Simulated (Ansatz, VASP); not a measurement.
**InSb: VASP beside Ansatz**

The input POSCAR:

```
InSb
1.0
    0.0000000000      3.2795130175      3.2795130175
    3.2795130175      0.0000000000      3.2795130175
    3.2795130175      3.2795130175      0.0000000000
In Sb
1 1
Direct
    0.0000000000      0.0000000000      0.0000000000
    0.2500000000      0.2500000000      0.2500000000
```

File INCAR.step1:

```
SYSTEM = InSb
PREC     = Accurate       ! precision mode
ENCUT    = 520            ! plane-wave cutoff, eV
ISMEAR   = -1             ! smearing method
SIGMA    = 0.02           ! smearing width, eV
LREAL    = .False.        ! projectors in reciprocal space
LASPH    = .True.         ! aspherical terms in the spheres
NELM     = 150            ! most SCF steps
LNONCOLLINEAR= .True.         ! non-collinear magnetism
MAGMOM   = 0 0 0 0 0 0    ! initial moments
LSORBIT  = .True.         ! spin-orbit coupling
GGA_COMPAT= .False.      
NBANDS   = 30             ! bands
GGA      = PE             ! functional
ALGO     = Normal         ! electronic algorithm
EDIFF    = 1E-4           ! SCF threshold, eV
LWAVE    = .True.         ! write WAVECAR
LCHARG   = .False.        ! write CHGCAR
```

Contents of INCAR.step2:

```
SYSTEM = InSb
PREC     = Accurate       ! precision mode
ENCUT    = 520            ! plane-wave cutoff, eV
EDIFF    = 1E-6           ! SCF threshold, eV
ISMEAR   = -1             ! smearing method
SIGMA    = 0.02           ! smearing width, eV
LREAL    = .False.        ! projectors in reciprocal space
LASPH    = .True.         ! aspherical terms in the spheres
NELM     = 150            ! most SCF steps
ALGO     = Normal         ! electronic algorithm
ISIF     = 2              ! what is computed and relaxed
LWAVE    = .False.        ! write WAVECAR
LCHARG   = .False.        ! write CHGCAR
LNONCOLLINEAR= .True.         ! non-collinear magnetism
MAGMOM   = 0 0 0 0 0 0    ! initial moments
LORBIT   = 11             ! projections on sites
LSORBIT  = .True.         ! spin-orbit coupling
GGA_COMPAT= .False.      
LORBMOM  = .True.       
METAGGA  = R2SCAN         ! meta-GGA
LMIXTAU  = .True.       
NBANDS   = 30             ! bands
ISTART   = 1
```

Contents of KPOINTS:

```
regular mesh
0
Gamma
  6 6 6
  0 0 0
```

Input for Ansatz:

```yaml
crystal:
  lattice:
    - [0.0, 3.2795130175, 3.2795130175]
    - [3.2795130175, 0.0, 3.2795130175]
    - [3.2795130175, 3.2795130175, 0.0]
  atoms:
    - { symbol: In, position: [0.0, 0.0, 0.0] }
    - { symbol: Sb, position: [0.25, 0.25, 0.25] }
kpoints:
  mp_grid: { grid: [6, 6, 6] }
  band_path:
    path:
      - [0.0, 0.0, 0.0]
      - [-0.5, -0.5, 0.0]
      - [-0.375, -0.375, 0.25]
      - [-0.375, 0.0, 0.375]
      - [0.0, 0.0, 0.5]
      - [-0.5, -0.25, 0.25]
    npoints: 1
hamiltonian:
  xc: r2scan
scf:
  occupations: { method: fermi_dirac, width: 0.02 }
  n_extra_bands: 8
magnetization:
  noncollinear: true
  spin_orbit: true
output:
  forces: true
  stress: true
  eigenvalues: true
  write_density: true
  write_potential: true
  elf: true
  volumetric_format: npy
```

Alike in both runs: task single point; functional r2SCAN; k mesh 6 × 6 × 6; occupations fermi-dirac, width 0.02 eV; non-collinear spin, spin-orbit coupling.

|  | VASP | Ansatz |
| --- | --- | --- |
| version | VASP 6.6.1 | Ansatz 0.2.0 |
| potentials or method | VASP PAW PBE potentials, release 64 (In_d, Sb) | plane waves, PAW |
| plane-wave cutoff (eV) | 520 | 500 |
| valence electrons in the cell | 18 | 28 |

```csv
,VASP,Ansatz,Ansatz less VASP
pressure (GPa),0.0,0.0,-0.03
```

VASP's potentials were made for PBE, not for r2SCAN. With one functional, cell and mesh, what is left measures potentials, basis and numerics. VASP's potentials hold 18 valence electrons a cell and Ansatz's 28, so a difference there can come from the potentials and not from the codes.
